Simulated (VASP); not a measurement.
Input of a VASP 6.6.1 run:

The input INCAR:

```
SYSTEM = H
ALGO     = Normal         ! electronic algorithm
EDIFF    = 1E-6           ! SCF threshold, eV
EDIFFG   = -0.01          ! ionic threshold
ENCUT    = 600            ! plane-wave cutoff, eV
GGA      = PE             ! functional
IBRION   = 2              ! ionic algorithm
ISIF     = 3              ! what is computed and relaxed
ISMEAR   = 0              ! smearing method
LASPH    = .True.         ! aspherical terms in the spheres
LCHARG   = .False.        ! write CHGCAR
LREAL    = .False.        ! projectors in reciprocal space
LWAVE    = .False.        ! write WAVECAR
NELM     = 80             ! most SCF steps
NSW      = 100            ! ionic steps
PREC     = Accurate       ! precision mode
SIGMA    = 0.02           ! smearing width, eV
```

Contents of KPOINTS:

```
k-points
0
Gamma
  9 9 6
  0 0 0
```

Contents of POSCAR:

```
H
1.0
    3.8401304226      0.0000000000      0.0000000000
   -1.9200652113      3.3256504998      0.0000000000
    0.0000000000      0.0000000000      5.0466615500
H
4
Direct
    0.3333333300      0.6666666700      0.1764958800
    0.6666666700      0.3333333300      0.6764958800
    0.6666666700      0.3333333300      0.8235041200
    0.3333333300      0.6666666700      0.3235041200
```

Potentials or basis: VASP PAW PBE potentials, release 64 (H).

Run with:

```bash
$ cat potpaw_PBE.64/H/POTCAR > POTCAR
$ mpirun -np 1 vasp_std > vasp.out
```

(1) Estimate the band gap on the k mesh.

(2) Predict the relaxed cell.

(3) Predict the space group after relaxing (to 0.1 Å).

Results:

(1) 9.30 eV.

(2) a = 3.840 Å, b = 3.840 Å, c = 5.053 Å, α = 90.00°, β = 90.00°, γ = 120.00°.

(3) P6_3/mmc (No. 194).

Caveat: an odd mesh through Γ misses points on the zone boundary, where band edges can lie.
